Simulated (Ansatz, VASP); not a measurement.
## Mg in VASP and in Ansatz

File INCAR:

```
SYSTEM = Mg
  PREC = Accurate
  ENCUT = 520
  EDIFF = 1E-7
  ISMEAR = -1
  SIGMA = 0.05
  LREAL = .False.
  LASPH = .True.
  NELM = 100
  ALGO = Normal
  ISIF = 2
  LWAVE = .False.
  LCHARG = .True.
  GGA = PS
  LELF = .True.
  LVHAR = .True.
  NBANDS = 9
```

File KPOINTS:

```
regular mesh
0
Gamma
  9 9 9
  0 0 0
```

POSCAR

```
Mg
1.0
    0.0000000000      3.0606187252      3.0606187252
    3.0606187252      0.0000000000      3.0606187252
    3.0606187252      3.0606187252      0.0000000000
Mg
2
Direct
   -0.0875000000     -0.1375000000     -0.1375000000
    0.0875000000      0.1375000000      0.1375000000
```

Input for Ansatz:

```yaml
crystal:
  lattice:
    - [0.0, 3.0606187252, 3.0606187252]
    - [3.0606187252, 0.0, 3.0606187252]
    - [3.0606187252, 3.0606187252, 0.0]
  atoms:
    - { symbol: Mg, position: [-0.0875, -0.1375, -0.1375] }
    - { symbol: Mg, position: [0.0875, 0.1375, 0.1375] }
kpoints:
  mp_grid: { grid: [9, 9, 9] }
scf:
  occupations: { method: fermi_dirac, width: 0.05 }
hamiltonian:
  xc: pbesol
  pseudopotentials: { kind: paw }
output:
  forces: true
  stress: true
  eigenvalues: true
  populations: true
```

Change from the starting cell: shortest bond scaled by 1.1, PAW files.

Alike in both runs: task single point; functional PBEsol; k mesh 9 × 9 × 9; occupations fermi-dirac, width 0.05 eV; no spin polarisation.

```csv
,VASP,Ansatz
version,VASP 6.6.1,Ansatz 0.2.0
potentials or method,"VASP PAW PBE potentials, release 64 (Mg)","PAW with Ansatz's default frozen-core files, scalar-relativistic"
plane-wave cutoff (eV),520,420
valence electrons in the cell,4,20
```

|  | VASP | Ansatz | Ansatz less VASP |
| --- | --- | --- | --- |
| pressure (GPa) | 7.1 | 7.0 | -0.09 |
| traceless stress, the component that is largest in VASP (GPa) | 3.34 | 3.30 | -0.035 |
| rms of the force components (eV/Å) | 0.340 | 0.336 | -0.0043 |

VASP's potentials were made for PBE, not for PBEsol. Atom by atom the forces differ by 0.004 eV/Å (rms over components). With one functional, cell and mesh, what is left measures potentials, basis and numerics. VASP's potentials hold 4 valence electrons a cell and Ansatz's 20, so a difference there can come from the potentials and not from the codes.
